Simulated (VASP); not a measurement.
# Mg (P6/mmm) in VASP: a series of runs

Runs on Mg. Level: r2SCAN. Tasks: single point, relaxation of cell and atoms.

Program: VASP 6.6.1. These are calculated values, not measurements. Logs are shortened: lines on timing, memory, paths and dates and some standing lists are left out, and cuts for length are marked.

### 1 The cell of the first run

The structure is hexagonal, space group P6/mmm (No. 191). Conventional cell: a = 3.050 Å, b = 3.050 Å, c = 3.045 Å, α = 90.00°, β = 90.00°, γ = 120.00°. Mg (site symmetry 6/mmm) has 8 Mg at 3.04 to 3.05 Å within 4.0 Å.

### 2 Single point, r2SCAN

Contents of POSCAR:

```
Mg
1.0
    3.0502998005      0.0000000000      0.0000000000
   -1.5251499003      2.6416371164      0.0000000000
    0.0000000000      0.0000000000      3.0448375700
Mg
1
Direct
    0.0000000000      0.0000000000      0.0000000000
```

Contents of INCAR.step1:

```
SYSTEM = Mg
PREC = Accurate ; ENCUT = 520
ISMEAR = 0 ; SIGMA = 0.1
LREAL = .False. ; LASPH = .True.
NELM = 100 ; NBANDS = 7
GGA = PE ; ALGO = Normal
EDIFF = 1E-4 ; LWAVE = .True.
LCHARG = .False.
```

Contents of INCAR.step2:

```
SYSTEM = Mg
PREC = Accurate ; ENCUT = 520
EDIFF = 1E-6 ; ISMEAR = 0
SIGMA = 0.1 ; LREAL = .False.
LASPH = .True. ; NELM = 100
ALGO = Normal ; ISIF = 2
LWAVE = .False. ; LCHARG = .False.
METAGGA = R2SCAN ; LMIXTAU = .True.
NBANDS = 7 ; ISTART = 1
```

Contents of KPOINTS:

```
regular mesh
0
Gamma
  6 6 6
  0 0 0
```

Potentials or basis: VASP PAW PBE potentials, release 64 (Mg).

Command:

```bash
$ cat potpaw_PBE.64/Mg/POTCAR > POTCAR
$ cp INCAR.step1 INCAR
$ mpirun -np 1 vasp_std > vasp.out
$ cp INCAR.step2 INCAR
$ mpirun -np 1 vasp_std > vasp.out
```

OUTCAR:

```text
SYSTEM = Mg
   PREC = Accurate
   ENCUT = 520
   EDIFF = 1E-6
   ISMEAR = 0
   LREAL = .False.
   LASPH = .True.
   NELM = 100
   ISIF = 2
   METAGGA = R2SCAN
   ISTART = 1

 ion  position               nearest neighbor table
   1  0.000  0.000  0.000-

  LATTYP: Found a hexagonal cell.
 ALAT       =     3.0502998005
 C/A-ratio  =     0.9982092808

  Lattice vectors:

 A1 = (   3.0502998005,   0.0000000000,   0.0000000000)
 A2 = (  -1.5251499003,   2.6416371164,   0.0000000000)
 A3 = (   0.0000000000,   0.0000000000,   3.0448375700)

Analysis of symmetry for initial positions (statically):
=====================================================================
 Subroutine PRICEL returns:
 Original cell was already a primitive cell.

 Routine SETGRP: Setting up the symmetry group for a
 hexagonal supercell.

 Subroutine GETGRP returns: Found 24 space group operations
 (whereof 24 operations were pure point group operations)
 out of a pool of 24 trial point group operations.

The static configuration has the point symmetry D_6h.

Analysis of symmetry for dynamics (positions and initial velocities):
=====================================================================
 Subroutine PRICEL returns:
 Original cell was already a primitive cell.

 Routine SETGRP: Setting up the symmetry group for a
 hexagonal supercell.

 Subroutine GETGRP returns: Found 24 space group operations
 (whereof 24 operations were pure point group operations)
 out of a pool of 24 trial point group operations.

The dynamic configuration has the point symmetry D_6h.

 Subroutine INISYM returns: Found 24 space group operations
 (whereof 24 operations are pure point group operations),
 and found     1 'primitive' translations

----------------------------------------------------------------------------------------

                                     Primitive cell

  volume of cell :      24.5346

  direct lattice vectors                    reciprocal lattice vectors
     3.050299800  0.000000000  0.000000000     0.327836628  0.189276565  0.000000000
    -1.525149900  2.641637116  0.000000000     0.000000000  0.378553130  0.000000000
     0.000000000  0.000000000  3.044837570     0.000000000  0.000000000  0.328424744

  length of vectors
     3.050299800  3.050299801  3.044837570     0.378553130  0.378553130  0.328424744

  position of ions in fractional coordinates (direct lattice)
     0.000000000  0.000000000  0.000000000

  ion indices of the primitive-cell ions
   primitive index   ion index
                 1           1

----------------------------------------------------------------------------------------

 KPOINTS: regular mesh

Automatic generation of k-mesh.
 Grid dimensions read from file:
 generate k-points for:    6    6    6

 Generating k-lattice:

  Cartesian coordinates                     Fractional coordinates (reciprocal lattice)
     0.054639438  0.031546094  0.000000000     0.166666667  0.000000000  0.000000000
     0.000000000  0.063092188  0.000000000     0.000000000  0.166666667  0.000000000
     0.000000000  0.000000000  0.054737457     0.000000000  0.000000000  0.166666667

  Length of vectors
     0.063092188  0.063092188  0.054737457

  Shift w.r.t. Gamma in fractional coordinates (k-lattice)
     0.000000000  0.000000000  0.000000000

 Subroutine IBZKPT returns following result:
 ===========================================

 Found     28 irreducible k-points:

 Following reciprocal coordinates:
            Coordinates               Weight
  0.000000  0.000000  0.000000      1.000000
  0.166667  0.000000  0.000000      6.000000
  0.333333  0.000000  0.000000      6.000000
  0.500000  0.000000  0.000000      3.000000
  0.166667  0.166667  0.000000      6.000000
  0.333333  0.166667  0.000000     12.000000
[... 16 lines left out ...]
  0.166667  0.000000  0.500000      6.000000
  0.333333  0.000000  0.500000      6.000000
 [... further k-points ...]
   k-points           NKPTS =     28   k-points in BZ     NKDIM =     28   number of bands    NBANDS=      7
   number of dos      NEDOS =    301   number of ions     NIONS =      1
   total plane-waves  NPLWV =  13824
   dimension x,y,z NGX =    24 NGY =   24 NGZ =   24
   dimension x,y,z NGXF=    48 NGYF=   48 NGZF=   48
   ions per type =               1
   NGX,Y,Z   is equivalent  to a cutoff of  13.08, 13.08, 13.10 a.u.
   NGXF,Y,Z  is equivalent  to a cutoff of  26.16, 26.16, 26.21 a.u.
 SYSTEM =  Mg
   PREC   = accura    normal or accurate (medium, high low for compatibility)
   ISTART =      1    job   : 0-new  1-cont  2-samecut
   ICHARG =      0    charge: 1-file 2-atom 10-const
   ISPIN  =      1    spin polarized calculation?
   LNONCOLLINEAR =      F non collinear calculations
   LSORBIT =      F    spin-orbit coupling
   LASPH  =      T    aspherical Exc in radial PAW
   ENCUT  =  520.0 eV  38.22 Ry    6.18 a.u.   5.67  5.67  5.66*2*pi/ulx,y,z
   NELM   =    100;   NELMIN=  2; NELMDL=  0     # of ELM steps
   EDIFF  = 0.1E-05   stopping-criterion for ELM
   LREAL  =      F    real-space projection
   EDIFFG = 0.1E-04   stopping-criterion for IOM
   NSW    =      0    number of steps for IOM
   IBRION =     -1    ionic relax: 0-MD 1-quasi-New 2-CG
   NFREE  =      0    steps in history (QN), initial steepest desc. (CG)
   ISIF   =      2    stress and relaxation
   ISYM   =      2    0-nonsym 1-usesym 2-fastsym
   POTIM  = 0.5000    time-step for ionic-motion
   TEBEG  =    0.0;   TEEND  =   0.0 temperature during run
   PSTRESS=    0.0 pullay stress
   NELECT =       2.0000    total number of electrons
   NUPDOWN=      -1.0000    fix difference up-down
   EMIN   =  10.00;   EMAX   =-10.00  energy-range for DOS
   EFERMI =   0.00;   METHOD = LEGACY
   ISMEAR =     0;   SIGMA  =   0.10  broadening in eV -4-tet -1-fermi 0-gaus
   EFERMI_NEDOS =   21; number of points for ismear=-14 and -15
   IALGO  =     38    algorithm
   IMIX   =      4    mixing-type and parameters
     AMIX     =   0.40;   BMIX     =  1.00
     AMIX_MAG =   1.60;   BMIX_MAG =  1.00
  volume/ion in A,a.u.               =      24.53       165.57
  Fermi-wavevector in a.u.,A,eV,Ry     =   0.709836  1.341396  6.855535  0.503868
  Thomas-Fermi vector in A             =   1.796524
   LORBIT       =      0    0 simple, 1 ext, 2 COOP (PROOUT), +10 PAW based schemes
   METAGGA = R2SCAN    functional components
   LHFCALC =     F    Hartree Fock is set to
   AEXX    =    0.0000 exact exchange contribution
   IVDW    =     0    specifies the selected vdW correction
   LEPSILON=     F    determine dielectric tensor
   LRPA    =     F    only Hartree local field effects (RPA)
 non-spin polarized calculation
 Gauss-broadening in eV      SIGMA  =   0.10
  energy-cutoff  :      520.00
  volume of cell :       24.53
 maximum number of plane-waves:       672
 NGX is ok and might be reduce to    24
   NGX = 11   NGY = 11   NGZ = 11

 number of electron       2.0000000 magnetization

 Free energy of the ion-electron system (eV)
  ---------------------------------------------------
  ext. energy  EPLUGINS =         0.00000000
  ---------------------------------------------------
  free energy    TOTEN  =        -3.91081518 eV

  energy without entropy =       -3.90820777  energy(sigma->0) =       -3.90951147

 E-fermi :   2.2424     XC(G=0):  -8.8355

 val. band max:        2.2325397041   @ k =   0.5000   0.0000   0.3333
 cond. band min:       2.2566616565   @ k =   0.3333   0.3333   0.0000
 fundamental gap:      0.0241219523
 Fermi energy:         2.2424487112

 k-point     1 :       0.0000    0.0000    0.0000
  band No.  band energies     occupation
      1      -4.8388      2.00000
      2      10.8253      0.00000
      3      11.7442      0.00000
      4      15.7103      0.00000
      5      15.7103      0.00000
      6      17.0710      0.00000
      7      17.0710      0.00000

 k-point     2 :       0.1667    0.0000    0.0000
  band No.  band energies     occupation
      1      -4.1977      2.00000
      2       9.9156      0.00000
      3      11.6888      0.00000
      4      12.2797      0.00000
      5      13.6465      0.00000
      6      16.1782      0.00000
      7      20.2110      0.00000

 k-point     3 :       0.3333    0.0000    0.0000
  band No.  band energies     occupation
      1      -2.3000      2.00000
      2       5.0457      0.00000
      3      11.3521      0.00000
      4      12.0844      0.00000
      5      13.8865      0.00000
      6      16.2974      0.00000
      7      20.4981      0.00000

 k-point     4 :       0.5000    0.0000    0.0000
  band No.  band energies     occupation
      1       0.4752      2.00000
      2       1.1693      2.00000
      3      11.1411      0.00000
      4      11.5608      0.00000
      5      16.1260      0.00000
      6      17.1894      0.00000
      7      18.1094      0.00000

 k-point     5 :       0.1667    0.1667    0.0000
  band No.  band energies     occupation
      1      -2.9281      2.00000
      2       7.6319      0.00000
      3       8.2412      0.00000
      4      13.3534      0.00000
      5      13.9231      0.00000
      6      18.8203      0.00000
      7      19.5159      0.00000
[... 161 lines left out ...]
 k-point    22 :       0.0000    0.0000    0.5000
  band No.  band energies     occupation
      1      -0.7411      2.00000
      2      -0.3899      2.00000
      3      18.0300      0.00000
      4      18.0300      0.00000
      5      19.7147      0.00000
      6      19.7147      0.00000
      7      20.8661      0.00000

 k-point    23 :       0.1667    0.0000    0.5000
  band No.  band energies     occupation
      1      -0.1162      2.00000
      2       0.2187      2.00000
      3      13.6654      0.00000
      4      14.7531      0.00000
      5      16.7223      0.00000
      6      17.8615      0.00000
      7      19.5027      0.00000

 k-point    24 :       0.3333    0.0000    0.5000
  band No.  band energies     occupation
      1       1.6937      2.00000
      2       2.0449      1.99479
      3       8.9173      0.00000
      4       9.3824      0.00000
      5      15.4605      0.00000
      6      16.0921      0.00000
      7      17.8316      0.00000

 [... further k-points ...]
[... 5 lines left out ...]
  --------------------------------------------------------------------------------------
  -------------------------------------------------------------------------------------
  Total        0.0334444      0.0334444      0.0230481     -0.0000000     -0.0000000      0.0000000
  in kB        2.1840104      2.1840104      1.5051036     -0.0000000     -0.0000000      0.0000000
  external PRESSURE =       1.9577081 kB  Pullay stress =       0.0000000 kB

 VOLUME and BASIS-vectors are now :
 -----------------------------------------------------------------------------
  energy-cutoff  :      520.00
  volume of cell :       24.53
      direct lattice vectors                 reciprocal lattice vectors
     3.050299800  0.000000000  0.000000000     0.327836628  0.189276565  0.000000000
    -1.525149900  2.641637116  0.000000000     0.000000000  0.378553130  0.000000000
     0.000000000  0.000000000  3.044837570     0.000000000  0.000000000  0.328424744

 POSITION                                       TOTAL-FORCE (eV/Angst)
 -----------------------------------------------------------------------------------
      0.00000      0.00000      0.00000         0.000000      0.000000      0.000000
 -----------------------------------------------------------------------------------
    total drift:                               -0.000000      0.000000      0.000000

  FREE ENERGIE OF THE ION-ELECTRON SYSTEM (eV)
  ---------------------------------------------------
  free  energy   TOTEN  =        -3.9108151770 eV

  energy  without entropy=       -3.9082077666  energy(sigma->0) =       -3.90951147
```

Run time: 24 s. Hardware: 1 thread of Intel Xeon Platinum 8259CL at 2.50GHz (Skylake/Cascade Lake), shared host; peak memory 0.14 GiB.

What came out:

```yaml
Free_energy: -3.9108 eV
Pressure: 0.2 GPa
Band_gap_on_the_k_mesh: zero (band 1 reaches 5.54 eV, above the bottom of band 2 at -0.39 eV)
```

Levels at points of the mesh, in eV from the Fermi level:
| k point | band 1 | band 2 | band 3 | band 4 | band 5 | band 6 |
| --- | --- | --- | --- | --- | --- | --- |
| (0.00, 0.00, 0.00) | -7.08 | 8.58 | 9.50 | 13.47 | 13.47 | 14.83 |
| (0.50, 0.00, 0.00) | -1.77 | -1.07 | 8.90 | 9.32 | 13.88 | 14.95 |
| (0.00, 0.00, 0.50) | -2.98 | -2.63 | 15.79 | 15.79 | 17.47 | 17.47 |
| (0.50, 0.00, 0.50) | 1.62 | 2.62 | 3.11 | 3.53 | 12.78 | 13.24 |

Caveat: the k points lie up to 0.40 Å⁻¹ apart; the PAW data sets were made with another functional, which shifts forces and pressure a little.

[end of part 1 of 2]
